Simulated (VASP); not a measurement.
# WF3 in VASP: notebook

The runs below take WF3 through single point, with PBE.

Program: VASP 6.6.1. These are calculated values, not measurements. Logs are shortened: lines on timing, memory, paths and dates and some standing lists are left out, and cuts for length are marked.

**1. The cell of the first run**

The typed cell holds 4 atoms: a = 4.151 Å, b = 4.151 Å, c = 4.149 Å, α = 90.00°, β = 90.00°, γ = 90.00°.

The cell was built from a structure type or drawn by symmetry, and may not be a known phase.

**2. Single point, PBE, collinear spin**

File INCAR:

```
SYSTEM = WF3
PREC = Accurate
ENCUT = 520
EDIFF = 1E-7
ISMEAR = 0
SIGMA = 0.1
LREAL = .False.
LASPH = .True.
NELM = 150
ALGO = Normal
ISIF = 2
LWAVE = .False.
LCHARG = .False.
ISPIN = 2
MAGMOM = 1.62 0.1 0.1 0.1
LORBIT = 11
LMAXMIX = 4
GGA = PE
NBANDS = 30
```

File KPOINTS:

```
regular mesh
0
Gamma
  4 4 4
  0 0 0
```

File POSCAR:

```
WF3
1.0
    4.1510564717      0.0000000000      0.0000000000
    0.0000000000      4.1510564717      0.0000000000
    0.0000000000      0.0000000000      4.1487321768
W F
1 3
Direct
    0.5000000000      0.5000000000      1.0001547077
    0.5000000000      0.5000000000      0.5001625882
    0.5000000000      0.0000000000      0.0002471620
    0.0000000000      0.5000000000      0.0002471620
```

Potentials or basis: VASP PAW PBE potentials, release 64 (W_sv, F).

Started as:

```console
> cat potpaw_PBE.64/W_sv/POTCAR potpaw_PBE.64/F/POTCAR > POTCAR
> mpirun -np 1 vasp_std > vasp.out
```

OUTCAR:

```text
SYSTEM = WF3
   PREC = Accurate
   ENCUT = 520
   EDIFF = 1E-7
   ISMEAR = 0
   LREAL = .False.
   LASPH = .True.
   NELM = 150
   ISIF = 2
   ISPIN = 2
   LORBIT = 11
   GGA = PE

 ion  position               nearest neighbor table
   1  0.500  0.500  0.000-   2 2.07   2 2.07   3 2.08   4 2.08   3 2.08   4 2.08
   2  0.500  0.500  0.500-   1 2.07   1 2.07
   3  0.500  0.000  0.000-   1 2.08   1 2.08
   4  0.000  0.500  0.000-   1 2.08   1 2.08

  LATTYP: Found a simple tetragonal cell.
 ALAT       =     4.1510564717
 C/A-ratio  =     0.9994400715

  Lattice vectors:

 A1 = (   4.1510564717,   0.0000000000,   0.0000000000)
 A2 = (   0.0000000000,   4.1510564717,   0.0000000000)
 A3 = (   0.0000000000,   0.0000000000,   4.1487321768)

Analysis of symmetry for initial positions (statically):
=====================================================================
 Subroutine PRICEL returns:
 Original cell was already a primitive cell.

 Routine SETGRP: Setting up the symmetry group for a
 simple tetragonal supercell.

 Subroutine GETGRP returns: Found  8 space group operations
 (whereof  8 operations were pure point group operations)
 out of a pool of 16 trial point group operations.

The static configuration has the point symmetry C_4v.

Analysis of symmetry for dynamics (positions and initial velocities):
=====================================================================
 Subroutine PRICEL returns:
 Original cell was already a primitive cell.

 Routine SETGRP: Setting up the symmetry group for a
 simple tetragonal supercell.

 Subroutine GETGRP returns: Found  8 space group operations
 (whereof  8 operations were pure point group operations)
 out of a pool of 16 trial point group operations.

The dynamic configuration has the point symmetry C_4v.

Analysis of structural, dynamic, and magnetic symmetry:
=====================================================================
 Subroutine PRICEL returns:
 Original cell was already a primitive cell.

 Routine SETGRP: Setting up the symmetry group for a
 simple tetragonal supercell.

 Subroutine GETGRP returns: Found  8 space group operations
 (whereof  8 operations were pure point group operations)
 out of a pool of 16 trial point group operations.

The overall configuration has the point symmetry C_4v.

 Subroutine INISYM returns: Found  8 space group operations
 (whereof  8 operations are pure point group operations),
 and found     1 'primitive' translations

----------------------------------------------------------------------------------------

                                     Primitive cell

  volume of cell :      71.4879

  direct lattice vectors                    reciprocal lattice vectors
     4.151056472  0.000000000  0.000000000     0.240902529  0.000000000  0.000000000
     0.000000000  4.151056472  0.000000000     0.000000000  0.240902529  0.000000000
     0.000000000  0.000000000  4.148732177     0.000000000  0.000000000  0.241037492

  length of vectors
     4.151056472  4.151056472  4.148732177     0.240902529  0.240902529  0.241037492

  position of ions in fractional coordinates (direct lattice)
     0.500000000  0.500000000  0.000154708
     0.500000000  0.500000000  0.500162588
     0.500000000  0.000000000  0.000247162
     0.000000000  0.500000000  0.000247162

  ion indices of the primitive-cell ions
   primitive index   ion index
                 1           1
                 2           2
                 3           3
                 4           4

----------------------------------------------------------------------------------------

 KPOINTS: regular mesh

Automatic generation of k-mesh.
 Grid dimensions read from file:
 generate k-points for:    4    4    4

 Generating k-lattice:

  Cartesian coordinates                     Fractional coordinates (reciprocal lattice)
     0.060225632  0.000000000  0.000000000     0.250000000  0.000000000  0.000000000
     0.000000000  0.060225632  0.000000000     0.000000000  0.250000000  0.000000000
     0.000000000  0.000000000  0.060259373     0.000000000  0.000000000  0.250000000

  Length of vectors
     0.060225632  0.060225632  0.060259373

  Shift w.r.t. Gamma in fractional coordinates (k-lattice)
     0.000000000  0.000000000  0.000000000

 Subroutine IBZKPT returns following result:
 ===========================================

 Found     18 irreducible k-points:

 Following reciprocal coordinates:
            Coordinates               Weight
  0.000000  0.000000  0.000000      1.000000
  0.250000  0.000000  0.000000      4.000000
  0.500000  0.000000  0.000000      2.000000
  0.250000  0.250000  0.000000      4.000000
  0.500000  0.250000  0.000000      4.000000
  0.500000  0.500000  0.000000      1.000000
[... 10 lines left out ...]
  0.500000  0.250000  0.500000      4.000000
  0.500000  0.500000  0.500000      1.000000
   k-points           NKPTS =     18   k-points in BZ     NKDIM =     18   number of bands    NBANDS=     30
   number of dos      NEDOS =    301   number of ions     NIONS =      4
   total plane-waves  NPLWV =  32768
   dimension x,y,z NGX =    32 NGY =   32 NGZ =   32
   dimension x,y,z NGXF=    64 NGYF=   64 NGZF=   64
   ions per type =               1   3
   NGX,Y,Z   is equivalent  to a cutoff of  12.82, 12.82, 12.82 a.u.
   NGXF,Y,Z  is equivalent  to a cutoff of  25.63, 25.63, 25.65 a.u.
 SYSTEM =  WF3
   PREC   = accura    normal or accurate (medium, high low for compatibility)
   ISTART =      0    job   : 0-new  1-cont  2-samecut
   ICHARG =      2    charge: 1-file 2-atom 10-const
   ISPIN  =      2    spin polarized calculation?
   LNONCOLLINEAR =      F non collinear calculations
   LSORBIT =      F    spin-orbit coupling
   LASPH  =      T    aspherical Exc in radial PAW
   ENCUT  =  520.0 eV  38.22 Ry    6.18 a.u.   7.72  7.72  7.71*2*pi/ulx,y,z
   NELM   =    150;   NELMIN=  2; NELMDL= -5     # of ELM steps
   EDIFF  = 0.1E-06   stopping-criterion for ELM
   LREAL  =      F    real-space projection
   EDIFFG = 0.1E-05   stopping-criterion for IOM
   NSW    =      0    number of steps for IOM
   IBRION =     -1    ionic relax: 0-MD 1-quasi-New 2-CG
   NFREE  =      0    steps in history (QN), initial steepest desc. (CG)
   ISIF   =      2    stress and relaxation
   ISYM   =      2    0-nonsym 1-usesym 2-fastsym
   POTIM  = 0.5000    time-step for ionic-motion
   TEBEG  =    0.0;   TEEND  =   0.0 temperature during run
   PSTRESS=    0.0 pullay stress
   NELECT =      35.0000    total number of electrons
   NUPDOWN=      -1.0000    fix difference up-down
   EMIN   =  10.00;   EMAX   =-10.00  energy-range for DOS
   EFERMI =   0.00;   METHOD = LEGACY
   ISMEAR =     0;   SIGMA  =   0.10  broadening in eV -4-tet -1-fermi 0-gaus
   EFERMI_NEDOS =   21; number of points for ismear=-14 and -15
   IALGO  =     38    algorithm
   IMIX   =      4    mixing-type and parameters
     AMIX     =   0.40;   BMIX     =  1.00
     AMIX_MAG =   1.60;   BMIX_MAG =  1.00
  volume/ion in A,a.u.               =      17.87       120.61
  Fermi-wavevector in a.u.,A,eV,Ry     =   1.290288  2.438291 22.651562  1.664843
  Thomas-Fermi vector in A             =   2.422129
   LORBIT       =     11    0 simple, 1 ext, 2 COOP (PROOUT), +10 PAW based schemes
   GGA     = PE    functional components
   LHFCALC =     F    Hartree Fock is set to
   AEXX    =    0.0000 exact exchange contribution
   IVDW    =     0    specifies the selected vdW correction
   LEPSILON=     F    determine dielectric tensor
   LRPA    =     F    only Hartree local field effects (RPA)
 spin polarized calculation
 Gauss-broadening in eV      SIGMA  =   0.10
  energy-cutoff  :      520.00
  volume of cell :       71.49
 maximum number of plane-waves:      1956
 NGX is ok and might be reduce to    32
   NGX = 15   NGY = 15   NGZ = 15

 number of electron      35.0000008 magnetization       2.9833218

 Free energy of the ion-electron system (eV)
  ---------------------------------------------------
  ext. energy  EPLUGINS =         0.00000000
  ---------------------------------------------------
  free energy    TOTEN  =       -25.55034691 eV

  energy without entropy =      -25.54791320  energy(sigma->0) =      -25.54913006

 E-fermi :   3.0627     XC(G=0):  -8.2333

 val. band max:        2.9580900864   @ k =   0.5000   0.5000   0.5000
 cond. band min:       3.1625921685   @ k =   0.0000   0.0000   0.0000
 fundamental gap:      0.2045020821
 Fermi energy:         3.0626958471

 spin component 1

 k-point     1 :       0.0000    0.0000    0.0000
  band No.  band energies     occupation
      1     -73.3132      1.00000
      2     -37.7452      1.00000
      3     -37.7447      1.00000
      4     -37.7445      1.00000
      5     -23.4784      1.00000
      6     -23.1758      1.00000
[... 543 lines left out ...]
      6     -22.8148      1.00000
[... 21 lines left out ...]
     28      11.9365      0.00000
     29      11.9375      0.00000
 Fermi energy:         3.0626958471

 spin component 2

 k-point     1 :       0.0000    0.0000    0.0000
  band No.  band energies     occupation
      1     -72.1391      1.00000
      2     -36.1773      1.00000
      3     -36.1766      1.00000
      4     -36.1765      1.00000
      5     -23.3123      1.00000
      6     -23.0246      1.00000
[... 543 lines left out ...]
      6     -22.6569      1.00000
[... 21 lines left out ...]
     28      12.1633      0.00000
     29      12.1642      0.00000
 [bands above 29 left out]

------------------------ aborting loop because EDIFF is reached ----------------------------------------

  FORCE on cell =-STRESS in cart. coord.  units (eV):
  Direction    XX          YY          ZZ          XY          YZ          ZX
  --------------------------------------------------------------------------------------
  -------------------------------------------------------------------------------------
  Total        0.3142365      0.3142365      0.3805929      0.0000000      0.0000000      0.0000000
  in kB        7.0426241      7.0426241      8.5297953      0.0000000      0.0000000      0.0000000
  external PRESSURE =       7.5383478 kB  Pullay stress =       0.0000000 kB

 VOLUME and BASIS-vectors are now :
 -----------------------------------------------------------------------------
  energy-cutoff  :      520.00
  volume of cell :       71.49
      direct lattice vectors                 reciprocal lattice vectors
     4.151056472  0.000000000  0.000000000     0.240902529  0.000000000  0.000000000
     0.000000000  4.151056472  0.000000000     0.000000000  0.240902529  0.000000000
     0.000000000  0.000000000  4.148732177     0.000000000  0.000000000  0.241037492

 POSITION                                       TOTAL-FORCE (eV/Angst)
 -----------------------------------------------------------------------------------
      2.07553      2.07553      0.00064         0.000000      0.000000      0.000769
      2.07553      2.07553      2.07504         0.000000     -0.000000     -0.000241
      2.07553      0.00000      0.00103         0.000000      0.000000     -0.000264
      0.00000      2.07553      0.00103         0.000000     -0.000000     -0.000264
 -----------------------------------------------------------------------------------
    total drift:                                0.000000     -0.000000      0.000012

  FREE ENERGIE OF THE ION-ELECTRON SYSTEM (eV)
  ---------------------------------------------------
  free  energy   TOTEN  =       -25.5503469095 eV

  energy  without entropy=      -25.5479132035  energy(sigma->0) =      -25.54913006

 total charge

# of ion       s       p       d       tot
------------------------------------------
    1        2.187   6.184   3.276  11.647
    2        1.728   4.381   0.000   6.109
    3        1.728   4.381   0.000   6.109
    4        1.728   4.381   0.000   6.109
--------------------------------------------------
tot          7.371  19.327   3.276  29.974

 magnetization (x)

# of ion       s       p       d       tot
------------------------------------------
    1        0.018   0.014   2.354   2.386
    2       -0.001   0.070   0.000   0.070
    3       -0.001   0.070   0.000   0.070
    4       -0.001   0.070   0.000   0.070
--------------------------------------------------
tot          0.016   0.224   2.354   2.594
```

It took 41 s on 1 thread of AMD EPYC 9R45 (Zen 5), shared host; peak memory 0.2 GiB.

Results:

* Free energy: -25.5503 eV
* Pressure: 0.8 GPa
* Band gap on the k mesh: 0.20 eV (least direct gap 1.10 eV)
* Net moment: 2.98 μB per cell
* Site moments: W +2.39; F +0.07 μB
* Valence electrons inside the program's atomic spheres: W 11.65; F 6.11

Caveat: spin-orbit coupling is left out, which moves the levels of the heavy elements. A k mesh can miss the band edges.

**3. Single point, PBE, collinear spin**

File INCAR:

```
PREC     = Accurate       # precision mode
ENCUT    = 520            # plane-wave cutoff, eV
EDIFF    = 1E-7           # SCF threshold, eV
ISMEAR   = 0              # smearing method
SIGMA    = 0.01           # smearing width, eV
LREAL    = F              # projectors in reciprocal space
LASPH    = T              # aspherical terms in the spheres
NELM     = 150            # most SCF steps
ALGO     = Normal         # electronic algorithm
ISIF     = 2              # what is computed and relaxed
LWAVE    = F              # write WAVECAR
LCHARG   = T              # write CHGCAR
ISPIN    = 2              # spin polarisation
MAGMOM   = 1.62 0 0 0     # initial moments
LORBIT   = 11             # projections on sites
LMAXMIX  = 4              # l up to which the mixer works
GGA      = PE             # functional
LELF     = T              # ELF
LVHAR    = T            
NBANDS   = 30             # bands
```

File KPOINTS:

```
Automatic mesh
0
Gamma
  8 8 8
```

File POSCAR:

```
WF3
1.0
    4.1524724345      0.0000000000      0.0000000000
    0.0000000000      4.1524724345      0.0000000000
    0.0000000000      0.0000000000      4.1524724345
W F
1 3
Direct
    0.5000000000      0.5000000000      0.5000000000
    0.5000000000      0.5000000000      0.0000000000
    0.5000000000      0.0000000000      0.5000000000
    0.0000000000      0.5000000000      0.5000000000
```

Potentials or basis: VASP PAW PBE potentials, release 64 (W_sv, F).

Started as:

```console
> cat potpaw_PBE.64/W_sv/POTCAR potpaw_PBE.64/F/POTCAR > POTCAR
> mpirun -np 1 vasp_std > vasp.out
```

Run time: 77 s. Hardware: 1 thread of AMD EPYC 9R45 (Zen 5), shared host; peak memory 0.24 GiB.

It converged, with:

```
Free energy                                           : -25.5552 eV
Pressure                                              : 0.7 GPa
Band gap on the k mesh                                : 0.23 eV (least direct gap 1.10 eV)
Net moment                                            : 3.00 μB per cell
Site moments                                          : W +2.40; F +0.07 μB
Valence electrons inside the program's atomic spheres : W 11.64; F 6.11
```

Levels at points of the mesh, in eV from the valence-band top:
Spin up:
| k point | band 16 | band 17 | band 18 | band 19 | band 20 | band 21 | band 22 | band 23 |
| --- | --- | --- | --- | --- | --- | --- | --- | --- |
| (0.00, 0.00, 0.00) | -6.80 | -2.18 | -2.18 | -2.18 | 0.45 | 0.56 | 0.56 | 7.04 |
| (0.50, 0.00, 0.00) | -6.84 | -2.14 | -0.93 | -0.93 | 0.59 | 1.28 | 3.91 | 4.81 |
| (0.50, 0.50, 0.00) | -6.30 | -0.90 | -0.90 | -0.03 | 1.07 | 4.54 | 5.94 | 5.94 |
| (0.50, 0.50, 0.50) | -6.29 | 0.00 | 0.00 | 0.00 | 4.55 | 4.55 | 5.65 | 7.47 |
Spin down:
```csv
k point,band 14,band 15,band 16,band 17,band 18,band 19
"(0.00, 0.00, 0.00)",-6.59,-6.59,-6.59,0.23,0.23,0.23
"(0.50, 0.00, 0.00)",-6.68,-6.65,-6.65,0.27,1.29,1.29
"(0.50, 0.50, 0.00)",-6.89,-6.89,-6.09,1.34,1.34,2.12
"(0.50, 0.50, 0.50)",-6.08,-6.08,-6.08,2.21,2.21,2.21
```

Caveat: spin-orbit coupling is left out, which moves the levels of the heavy elements. A k mesh can miss the band edges.
